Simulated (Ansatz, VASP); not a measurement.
**One calculation of AlNi, two programs**

INCAR

```
PREC = Accurate
ENCUT = 690
EDIFF = 1E-6
ISMEAR = -1
SIGMA = 0.05
LREAL = False
LASPH = True
NELM = 200
ALGO = Normal
ISIF = 2
LWAVE = False
LCHARG = False
ISPIN = 2
MAGMOM = 1 0
LORBIT = 11
NUPDOWN = 1.0
LMAXMIX = 4
GGA = PE
NBANDS = 22
GGA_COMPAT = False
```

KPOINTS

```
Automatic mesh
0
Gamma
  8 8 8
```

Contents of POSCAR:

```
AlNi
1.0
    2.8810000000      0.0000000000      0.0000000000
    0.0000000000      2.8810000000      0.0000000000
    0.0000000000      0.0000000000      2.8810000000
Ni Al
1 1
Direct
    0.5000000000      0.5000000000      0.5000000000
    0.0000000000      0.0000000000      0.0000000000
```

Contents of input.yaml:

```yaml
crystal:
  lattice:
    - [2.881, 0.0, 0.0]
    - [0.0, 2.881, 0.0]
    - [0.0, 0.0, 2.881]
  atoms:
    - { symbol: Ni, position: [0.5, 0.5, 0.5], spin: 1.0 }
    - { symbol: Al, position: [0.0, 0.0, 0.0] }
hamiltonian:
  xc: pbe
  pseudopotentials: { kind: paw }
magnetization:
  spin_polarized: true
  initial_magnetization: 1.0
  spin_locking: { lock_magnetization: hard }
kpoints:
  mp_grid: { grid: [8, 8, 8] }
scf:
  occupations: { method: fermi_dirac, width: 0.05 }
  lower_state_search: "off"
output:
  forces: true
  stress: true
  eigenvalues: true
```

Alike in both runs: task single point; functional PBE; k mesh 8 × 8 × 8; occupations fermi-dirac, width 0.05 eV; collinear spin; fixed moment 1 μB.

|  | VASP | Ansatz |
| --- | --- | --- |
| version | VASP 6.6.1 | Ansatz 0.2.0 |
| potentials or method | VASP PAW PBE potentials, release 64 (Ni_sv_GW, Al) | Ansatz PAW |
| plane-wave cutoff (eV) | 690 | 420 |
| valence electrons in the cell | 21 | 21 |

|  | VASP | Ansatz | Ansatz less VASP |
| --- | --- | --- | --- |
| pressure (GPa) | 4.5 | 5.8 | +1.29 |
| net moment per atom (μB) | 0.50 | 0.50 | 0.000 |
| size of the moment on the site where the two differ most (μB) | 0.06 | 0.10 | +0.036 |

Site moments also hang on the region over which each program counts them. With one functional, cell and mesh, what is left measures potentials, basis and numerics.
